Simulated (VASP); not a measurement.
Here is a VASP 6.6.1 calculation.

INCAR

```
SYSTEM = Mg3CdTe4
  PREC = Accurate
  ENCUT = 520
  EDIFF = 1E-7
  ISMEAR = 0
  SIGMA = 0.02
  LREAL = .FALSE.
  LASPH = .TRUE.
  NELM = 80
  ALGO = Normal
  ISIF = 2
  LWAVE = .FALSE.
  LCHARG = .FALSE.
  GGA = PE
  IBRION = 2
  NSW = 50
  EDIFFG = -0.01
```

KPOINTS

```
regular mesh
0
G
  4 4 4
  0 0 0
```

The input POSCAR:

```
Mg3CdTe4
1.0
    6.4025538654      0.0000000000      0.0000000000
    0.0000000000      6.4025538654      0.0000000000
    0.0000000000      0.0000000000      6.4025538654
Mg Cd Te
3 1 4
Direct
    0.0000000000      0.0000000000      0.5000000000
    0.0000000000      0.5000000000      0.0000000000
    0.5000000000      0.0000000000      0.0000000000
    0.5000000000      0.5000000000      0.5000000000
    0.7533568902      0.7533568902      0.7533568902
    0.7533568902      0.2466431098      0.2466431098
    0.2466431098      0.7533568902      0.2466431098
    0.2466431098      0.2466431098      0.7533568902
```

Potentials or basis: VASP PAW PBE potentials, release 64 (Mg, Cd, Te).

The run is started by

```bash
$ cat potpaw_PBE.64/Mg/POTCAR potpaw_PBE.64/Cd/POTCAR potpaw_PBE.64/Te/POTCAR > POTCAR
$ mpirun -np 1 vasp_std > vasp.out
```

Problem. Estimate the energy gained by relaxing.

Solution. 0.0 meV/atom.

Problem. Estimate the band gap on the k mesh.

Solution. 1.98 eV.

Final structure:
```yaml
crystal:
  lattice:
    - [6.40255, 0.00000, 0.00000]
    - [0.00000, 6.40255, 0.00000]
    - [0.00000, 0.00000, 6.40255]
  atoms:
    - { symbol: Mg, position: [0.00000, 0.00000, 0.50000] }
    - { symbol: Mg, position: [0.00000, 0.50000, 0.00000] }
    - { symbol: Mg, position: [0.50000, 0.00000, 0.00000] }
    - { symbol: Cd, position: [0.50000, 0.50000, 0.50000] }
    - { symbol: Te, position: [0.75376, 0.75376, 0.75376] }
    - { symbol: Te, position: [0.75376, 0.24624, 0.24624] }
    - { symbol: Te, position: [0.24624, 0.75376, 0.24624] }
    - { symbol: Te, position: [0.24624, 0.24624, 0.75376] }
```

Caveat: spin-orbit coupling is left out, which moves the levels of the heavy elements. A k mesh can miss the band edges.
